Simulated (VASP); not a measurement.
A run of VASP 6.6.1:

INCAR

```
PREC     = Accurate       # precision mode
ENCUT    = 520            # plane-wave cutoff, eV
EDIFF    = 1E-6           # SCF threshold, eV
ISMEAR   = -1             # smearing method
SIGMA    = 0.03           # smearing width, eV
LREAL    = F              # projectors in reciprocal space
LASPH    = T              # aspherical terms in the spheres
NELM     = 150            # most SCF steps
ALGO     = Normal         # electronic algorithm
ISIF     = 2              # what is computed and relaxed
LWAVE    = F              # write WAVECAR
LCHARG   = F              # write CHGCAR
ISPIN    = 2              # spin polarisation
MAGMOM   = 4 0            # initial moments
LORBIT   = 11             # projections on sites
LMAXMIX  = 4              # l up to which the mixer works
GGA      = PE             # functional
NBANDS   = 20             # bands
```

Contents of KPOINTS:

```
regular mesh
0
Gamma
  14 14 14
```

The input POSCAR:

```
MnS
1.0
    0.0000000000      2.5858618322      2.5858618322
    2.5858618322      0.0000000000      2.5858618322
    2.5858618322      2.5858618322      0.0000000000
Mn S
1 1
Direct
    0.0000000000      0.0000000000      0.0000000000
    0.5000000000      0.5000000000      0.5000000000
```

Potentials or basis: VASP PAW PBE potentials, release 64 (Mn_pv, S).

Launch:

```bash
$ cat potpaw_PBE.64/Mn_pv/POTCAR potpaw_PBE.64/S/POTCAR > POTCAR
$ mpirun -np 1 vasp_std > vasp.out
```

Hardware: 1 thread of Intel(R) Xeon(R) 6975P-C (Granite Rapids), on a shared host.

Problem. Estimate the wall time of this run.

Solution. Run time: 55 s on 1 thread of Intel(R) Xeon(R) 6975P-C (Granite Rapids), on a shared host, peak memory 0.24 GiB. Counts: scf iterations 15, k points 104.
